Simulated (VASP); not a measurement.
# WCl2F4 (Imm2) in VASP: single point with PBE

Aim: the single point of WCl2F4 with PBE.

Everything below comes from runs of VASP 6.6.1. Logs are shortened: lines on timing, memory, paths and dates and some standing lists are left out, and cuts for length are marked.

### 1 The cell of the first run

The structure is orthorhombic, space group Imm2 (No. 44). The conventional cell has a = 7.798 Å, b = 7.960 Å, c = 6.745 Å, α = 90.00°, β = 90.00°, γ = 90.00°. Within 2.5 Å of W (site symmetry mm2) lie 4 F at 1.86 to 1.87 Å and 2 Cl at 2.27 Å. Within 3.0 Å of Cl (site symmetry m) lie 1 W at 2.27 Å and 3 F at 2.95 to 2.98 Å. F (site symmetry m) has 1 W at 1.87 Å and 3 F at 2.57 to 2.60 Å within 2.7 Å. F (site symmetry m) has 1 W at 1.86 Å within 2.5 Å.

### 2 Single point, PBE

The input, INCAR:

```
SYSTEM = WCl2F4
  PREC = Accurate
  ENCUT = 520
  EDIFF = 1E-6
  ISMEAR = 0
  SIGMA = 0.02
  LREAL = .False.
  LASPH = .True.
  NELM = 80
  ALGO = Normal
  ISIF = 2
  LWAVE = .False.
  LCHARG = .False.
  GGA = PE
  NBANDS = 37
```

The input, KPOINTS:

```
Automatic mesh
0
Gamma
  6 6 6
  0 0 0
```

The input, POSCAR:

```
WCl2F4
1.0
   -3.8991252207      3.9799374804      3.3723476289
    3.8991252207     -3.9799374804      3.3723476289
    3.8991252207      3.9799374804     -3.3723476289
W Cl F
1 2 4
Direct
    0.0084835761      0.0084835761      0.0000000000
    0.4478181589      0.2398271558      0.2079910031
    0.0318361527      0.2398271558      0.7920089969
    0.6451307326      0.8064955947      0.8386351380
    0.9678604567      0.8064955947      0.1613648620
    0.9984354614      0.7599069698      0.7614715084
    0.9984354614      0.2369639530      0.2385284916
```

Potentials or basis: VASP PAW PBE potentials, release 64 (W_sv, Cl, F).

Started as:

```
$ cat potpaw_PBE.64/W_sv/POTCAR potpaw_PBE.64/Cl/POTCAR potpaw_PBE.64/F/POTCAR > POTCAR
$ mpirun -np 1 vasp_std > vasp.out
```

OUTCAR:

```text
SYSTEM = WCl2F4
   PREC = Accurate
   ENCUT = 520
   EDIFF = 1E-6
   ISMEAR = 0
   LREAL = .False.
   LASPH = .True.
   NELM = 80
   ISIF = 2
   GGA = PE

 ion  position               nearest neighbor table
   1  0.008  0.008  0.000-   6 1.86   7 1.86   5 1.87   4 1.87   2 2.27   3 2.27
   2  0.448  0.240  0.208-   1 2.27
   3  0.032  0.240  0.792-   1 2.27
   4  0.645  0.806  0.839-   1 1.87
   5  0.968  0.806  0.161-   1 1.87
   6  0.998  0.760  0.761-   1 1.86
   7  0.998  0.237  0.239-   1 1.86

  LATTYP: Found a body centered orthorhombic cell.
 ALAT       =     6.7446952578
 B/A-ratio  =     1.1562050090
 C/A-ratio  =     1.1801682147

  Lattice vectors:

 A1 = (   3.8991252207,  -3.9799374804,   3.3723476289)
 A2 = (  -3.8991252207,  -3.9799374804,  -3.3723476289)
 A3 = (   3.8991252207,   3.9799374804,  -3.3723476289)

Analysis of symmetry for initial positions (statically):
=====================================================================
 Subroutine PRICEL returns:
 Original cell was already a primitive cell.

 Routine SETGRP: Setting up the symmetry group for a
 body centered orthorhombic supercell.

 Subroutine GETGRP returns: Found  4 space group operations
 (whereof  4 operations were pure point group operations)
 out of a pool of  8 trial point group operations.

The static configuration has the point symmetry C_2v.

Analysis of symmetry for dynamics (positions and initial velocities):
=====================================================================
 Subroutine PRICEL returns:
 Original cell was already a primitive cell.

 Routine SETGRP: Setting up the symmetry group for a
 body centered orthorhombic supercell.

 Subroutine GETGRP returns: Found  4 space group operations
 (whereof  4 operations were pure point group operations)
 out of a pool of  8 trial point group operations.

The dynamic configuration has the point symmetry C_2v.

 Subroutine INISYM returns: Found  4 space group operations
 (whereof  4 operations are pure point group operations),
 and found     1 'primitive' translations

----------------------------------------------------------------------------------------

                                     Primitive cell

  volume of cell :     209.3321
[... 99 lines left out ...]
   EDIFF  = 0.1E-05   stopping-criterion for ELM
   LREAL  =      F    real-space projection
   EDIFFG = 0.1E-04   stopping-criterion for IOM
   NSW    =      0    number of steps for IOM
   IBRION =     -1    ionic relax: 0-MD 1-quasi-New 2-CG
   NFREE  =      0    steps in history (QN), initial steepest desc. (CG)
   ISIF   =      2    stress and relaxation
   ISYM   =      2    0-nonsym 1-usesym 2-fastsym
   POTIM  = 0.5000    time-step for ionic-motion
   TEBEG  =    0.0;   TEEND  =   0.0 temperature during run
   PSTRESS=    0.0 pullay stress
   NELECT =      56.0000    total number of electrons
   NUPDOWN=      -1.0000    fix difference up-down
   EMIN   =  10.00;   EMAX   =-10.00  energy-range for DOS
   EFERMI =   0.00;   METHOD = LEGACY
   ISMEAR =     0;   SIGMA  =   0.02  broadening in eV -4-tet -1-fermi 0-gaus
   EFERMI_NEDOS =   21; number of points for ismear=-14 and -15
   IALGO  =     38    algorithm
   IMIX   =      4    mixing-type and parameters
     AMIX     =   0.40;   BMIX     =  1.00
     AMIX_MAG =   1.60;   BMIX_MAG =  1.00
  volume/ion in A,a.u.               =      29.90       201.81
  Fermi-wavevector in a.u.,A,eV,Ry     =   1.054854  1.993385 15.139426  1.112716
  Thomas-Fermi vector in A             =   2.190030
   LORBIT       =      0    0 simple, 1 ext, 2 COOP (PROOUT), +10 PAW based schemes
   GGA     = PE    functional components
   LHFCALC =     F    Hartree Fock is set to
   AEXX    =    0.0000 exact exchange contribution
   IVDW    =     0    specifies the selected vdW correction
   LEPSILON=     F    determine dielectric tensor
   LRPA    =     F    only Hartree local field effects (RPA)
 non-spin polarized calculation
 Gauss-broadening in eV      SIGMA  =   0.02
  energy-cutoff  :      520.00
  volume of cell :      209.33
 maximum number of plane-waves:      5666
   NGX = 25   NGY = 25   NGZ = 25

 number of electron      56.0000012 magnetization

 Free energy of the ion-electron system (eV)
  ---------------------------------------------------
  ext. energy  EPLUGINS =         0.00000000
  ---------------------------------------------------
  free energy    TOTEN  =       -38.34754685 eV

  energy without entropy =      -38.34754685  energy(sigma->0) =      -38.34754685

 E-fermi :  -3.8143     XC(G=0):  -6.3212

 val. band max:       -4.0175074222   @ k =   0.5000   0.5000   0.5000
 cond. band min:      -1.2421775127   @ k =   0.5000   0.5000   0.5000
 fundamental gap:      2.7753299095
 Fermi energy:        -3.8143140483

 k-point     1 :       0.0000    0.0000    0.0000
  band No.  band energies     occupation
      1     -79.1042      2.00000
      2     -43.3916      2.00000
      3     -43.2274      2.00000
      4     -43.2093      2.00000
      5     -26.1698      2.00000
      6     -25.6129      2.00000
[... 949 lines left out ...]
     36       5.7527      0.00000
     37       6.0120      0.00000

 [... further k-points ...]

------------------------ aborting loop because EDIFF is reached ----------------------------------------

  FORCE on cell =-STRESS in cart. coord.  units (eV):
  Direction    XX          YY          ZZ          XY          YZ          ZX
  --------------------------------------------------------------------------------------
  -------------------------------------------------------------------------------------
  Total        1.2694168      0.4675317      0.5030976      0.0000000      0.0000000      0.0000000
  in kB        9.7158112      3.5783752      3.8505880      0.0000000      0.0000000      0.0000000
  external PRESSURE =       5.7149248 kB  Pullay stress =       0.0000000 kB

 VOLUME and BASIS-vectors are now :
 -----------------------------------------------------------------------------
  energy-cutoff  :      520.00
  volume of cell :      209.33
      direct lattice vectors                 reciprocal lattice vectors
    -3.899125221  3.979937480  3.372347629     0.000000000  0.125630114  0.148264668
     3.899125221 -3.979937480  3.372347629     0.128233891  0.000000000  0.148264668
     3.899125221  3.979937480 -3.372347629     0.128233891  0.125630114  0.000000000

 POSITION                                       TOTAL-FORCE (eV/Angst)
 -----------------------------------------------------------------------------------
      0.00000      0.00000      0.05722         0.000000     -0.000000      0.634340
      0.00000      1.65558      1.61756         0.000000     -0.017466     -0.012623
      3.89913      2.32436     -1.75479         0.000000      0.017466     -0.012623
      3.89913      2.69549      2.06722         0.000000     -0.275072     -0.292345
      0.00000      1.28444      5.43957         0.000000      0.275072     -0.292345
      2.03902      3.97994      3.36180        -0.395236      0.000000     -0.012201
     -2.03902      3.97994      3.36180         0.395236      0.000000     -0.012201
 -----------------------------------------------------------------------------------
    total drift:                               -0.000006     -0.000004      0.002687

  FREE ENERGIE OF THE ION-ELECTRON SYSTEM (eV)
  ---------------------------------------------------
  free  energy   TOTEN  =       -38.3475468465 eV

  energy  without entropy=      -38.3475468465  energy(sigma->0) =      -38.34754685
```

OSZICAR:

```text
N       E                     dE             d eps       ncg     rms          rms(c)
DAV:   1     0.510458215188E+03    0.51046E+03   -0.27713E+04  3748   0.136E+03
DAV:   2    -0.343635443400E+01   -0.51389E+03   -0.50240E+03  4260   0.353E+02
DAV:   3    -0.460380369317E+02   -0.42602E+02   -0.42417E+02  4165   0.107E+02
DAV:   4    -0.466014805454E+02   -0.56344E+00   -0.56265E+00  3976   0.138E+01
DAV:   5    -0.466106468819E+02   -0.91663E-02   -0.91649E-02  4105   0.181E+00    0.410E+01
DAV:   6    -0.386760918741E+02    0.79346E+01   -0.30797E+01  3994   0.408E+01    0.109E+01
DAV:   7    -0.384836344589E+02    0.19246E+00   -0.35201E+00  3790   0.123E+01    0.104E+01
DAV:   8    -0.384157391112E+02    0.67895E-01   -0.85248E-01  4144   0.716E+00    0.359E+00
DAV:   9    -0.383524772135E+02    0.63262E-01   -0.15567E-01  3889   0.259E+00    0.106E+00
DAV:  10    -0.383493964238E+02    0.30808E-02   -0.83882E-03  4414   0.548E-01    0.635E-01
DAV:  11    -0.383482194605E+02    0.11770E-02   -0.24172E-03  4283   0.306E-01    0.445E-01
DAV:  12    -0.383475743302E+02    0.64513E-03   -0.12570E-03  4529   0.261E-01    0.116E-01
DAV:  13    -0.383475499478E+02    0.24382E-04   -0.15996E-04  4549   0.765E-02    0.596E-02
DAV:  14    -0.383475486118E+02    0.13359E-05   -0.89719E-06  4025   0.178E-02    0.283E-02
DAV:  15    -0.383475476927E+02    0.91918E-06   -0.12068E-05  3711   0.220E-02    0.118E-02
DAV:  16    -0.383475468465E+02    0.84614E-06   -0.13422E-06  2542   0.883E-03
   1 F= -.38347547E+02 E0= -.38347547E+02  d E =-.785338E-49
```

stdout:

```text
POSCAR found type information on POSCAR W ClF
 POSCAR found :  3 types and       7 ions
 scaLAPACK will be used
 LDA part: xc-table for (Slater+PW92), standard interpolation
 POSCAR, INCAR and KPOINTS ok, starting setup
 FFT: planning ... GRIDC
 FFT: planning ... GRID_SOFT
 FFT: planning ... GRID
 WAVECAR not read
 entering main loop
```

Run time: 11 min. Hardware: 1 thread of Oxide Virtual Turin-like, shared host; peak memory 0.48 GiB.

What came out:

```yaml
Free_energy: -38.3475 eV
Pressure: 0.6 GPa
Largest_force: 0.634 eV/Å
Band_gap_on_the_k_mesh: 2.78 eV
```

Forces in eV/Å, atoms in the order of the input:
```
W    0.000  0.000  0.634
Cl   0.000 -0.017 -0.013
Cl   0.000  0.017 -0.013
F    0.000 -0.275 -0.292
F    0.000  0.275 -0.292
F   -0.395  0.000 -0.012
F    0.395  0.000 -0.012
```

Levels at points of the mesh, in eV from the valence-band top:
```
           k point  band 25  band 26  band 27  band 28  band 29  band 30  band 31  band 32
(0.00, 0.00, 0.00)    -0.92    -0.49    -0.32    -0.02     2.81     3.04     3.09     6.93
(0.50, 0.00, 0.00)    -1.09    -0.63    -0.37    -0.13     2.93     3.06     3.25     6.56
(0.00, 0.50, 0.00)    -1.11    -0.60    -0.39    -0.06     2.88     3.15     3.15     6.84
(0.50, 0.50, 0.00)    -0.92    -0.58    -0.40    -0.08     2.83     3.13     3.17     6.91
(0.50, 0.50, 0.50)    -0.93    -0.71    -0.47     0.00     2.78     3.25     3.25     7.01
```

Caveat: spin-orbit coupling is left out, which moves the levels of the heavy elements; this functional lacks dispersion, which binds layers or chains, so the pressure and a relaxed spacing across them are unreliable. A k mesh can miss the band edges.
